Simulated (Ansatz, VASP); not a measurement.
Given: the input of a run of VASP 6.6.1 on CdGeAs2.

File INCAR:

```
SYSTEM = CdGeAs2
PREC = Accurate
ENCUT = 520
EDIFF = 1E-7
ISMEAR = -1
SIGMA = 0.05
LREAL = .FALSE.
LASPH = .TRUE.
NELM = 80
ALGO = Normal
ISIF = 2
LWAVE = .FALSE.
LCHARG = .FALSE.
GGA = PS
NBANDS = 46
```

KPOINTS

```
regular mesh
0
G
  6 6 6
  0 0 0
```

The input POSCAR:

```
CdGeAs2
1.0
   -2.9888745628      2.9888745628      5.6642966801
    2.9888745628     -2.9888745628      5.6642966801
    2.9888745628      2.9888745628     -5.6642966801
Cd As Ge
2 4 2
Direct
    0.5000000000      0.5000000000      0.0000000000
    0.2500000000      0.7500000000      0.5000000000
    0.0962175700      0.1250000000      0.4712175700
    0.3750000000      0.9037824300      0.0287824300
    0.6537824300      0.6250000000      0.5287824300
    0.8750000000      0.3462175700      0.9712175700
    0.7500000000      0.2500000000      0.5000000000
    0.0000000000      0.0000000000      0.0000000000
```

Potentials or basis: VASP PAW PBE potentials, release 64 (Cd, As, Ge_d).

Launch:

```console
$ cat potpaw_PBE.64/Cd/POTCAR potpaw_PBE.64/As/POTCAR potpaw_PBE.64/Ge_d/POTCAR > POTCAR
$ mpirun -np 1 vasp_std > vasp.out
```

Q: Translate it to Ansatz 0.2.0. Potentials there: all-electron LAPW, scalar-relativistic.

A: As run (the cutoff follows the program's own potentials):

File input.yaml:

```yaml
crystal:
  lattice:
    - [-2.9888745628, 2.9888745628, 5.6642966801]
    - [2.9888745628, -2.9888745628, 5.6642966801]
    - [2.9888745628, 2.9888745628, -5.6642966801]
  atoms:
    - { symbol: Cd, position: [0.5, 0.5, 0.0] }
    - { symbol: Cd, position: [0.25, 0.75, 0.5] }
    - { symbol: As, position: [0.09621757, 0.125, 0.47121757] }
    - { symbol: As, position: [0.375, 0.90378243, 0.02878243] }
    - { symbol: As, position: [0.65378243, 0.625, 0.52878243] }
    - { symbol: As, position: [0.875, 0.34621757, 0.97121757] }
    - { symbol: Ge, position: [0.75, 0.25, 0.5] }
    - { symbol: Ge, position: [0.0, 0.0, 0.0] }
kpoints:
  mp_grid: { grid: [6, 6, 6] }
scf:
  occupations: { method: fermi_dirac, width: 0.05 }
hamiltonian:
  xc: pbesol
  pseudopotentials: { kind: all_electron, lapw: { basis_error: 0.001 } }
output:
  forces: true
  stress: true
  eigenvalues: true
```

Potentials or basis: all-electron LAPW, scalar-relativistic.

The run is started by

```bash
$ ansatz run input.yaml --threads 4 --pin off --max-ram 12288MiB --backend cpu --events-out ev --progress --plain --runs-dir out
```

Both were run:

|  | VASP | Ansatz | Ansatz less VASP |
| --- | --- | --- | --- |
| gap on the k mesh at the Fermi level (eV) | 0.19 | 0.19 | 0.000 |
| least direct gap on the mesh (eV) | 0.21 | 0.22 | +0.002 |
| pressure (GPa) | -0.5 | -0.7 | -0.23 |
| rms of the force components (eV/Å) | 0.069 | 0.072 | +0.0027 |

VASP's potentials were made for PBE, not for PBEsol. Atom by atom the forces differ by 0.003 eV/Å (rms over components). Ansatz ran all-electron here, and VASP with PAW potentials.
